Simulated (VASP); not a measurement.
SnO: single point with PBE

SnO:

```
Sn O
1.0
     1.65900    0.95782    6.59358
    -1.65900    0.95782    6.59358
     0.00000   -1.91565    6.59358
Sn O
2 2
Direct
  0.09767 0.09767 0.09767
  0.89702 0.89702 0.89702
  0.00000 0.00000 0.00000
  0.19534 0.19534 0.19534
```

| Item | Value |
| --- | --- |
| Program | VASP 6.6.1 |
| Task | single point |
| Functional | PBE |
| Potentials or basis | VASP PAW PBE potentials, release 64 (Sn_d, O) |
| Cutoff | 520 eV |
| k mesh | 6 × 6 × 6 |
| Occupations | gaussian, width 0.1 eV |
| Spin | no spin polarisation |

```json
{"Pressure": "33.7 GPa", "Largest force": "5.275 eV/Å", "Band gap on the k mesh": "zero (bands 20 and 21 overlap by 0.38 eV)"}
```

Forces in eV/Å, atoms in the order of the input:
```
Sn   0.000  0.000 -5.275
Sn   0.000  0.000  4.902
O    0.000  0.000 -2.833
O    0.000  0.000  3.206
```

Stress tensor (GPa, compression positive):
```
27.22  0.00  0.00
 0.00 27.22  0.00
 0.00  0.00 46.55
```

Levels at points of the mesh, in eV from the Fermi level:
```tsv
k point	band 16	band 17	band 18	band 19	band 20	band 21	band 22	band 23	band 24	band 25
(0.00, 0.00, 0.00)	-6.47	-6.11	-1.64	-1.64	-0.94	1.90	6.34	6.34	7.01	8.11
(0.50, 0.00, 0.00)	-6.06	-4.10	-2.31	-2.00	-1.89	1.34	1.93	4.68	4.86	6.94
(0.50, 0.50, 0.00)	-6.51	-4.30	-1.94	-1.69	-1.20	0.12	2.03	4.51	5.44	6.54
(0.50, 0.50, 0.50)	-6.70	-3.65	-2.38	-1.60	-1.60	3.32	5.20	6.25	6.25	8.11
```

It took 6.6 min on 1 thread of Intel Xeon 8259CL, with other jobs on the host, peak memory 0.39 GiB.

Caveat: the k points lie up to 0.37 Å⁻¹ apart; semilocal functionals underestimate gaps, and a narrow one can read as zero; spin-orbit coupling is left out, which moves the levels of the heavy elements; forces of over 1 eV/Å act on the atoms, so gaps and moduli don't describe the material at rest.
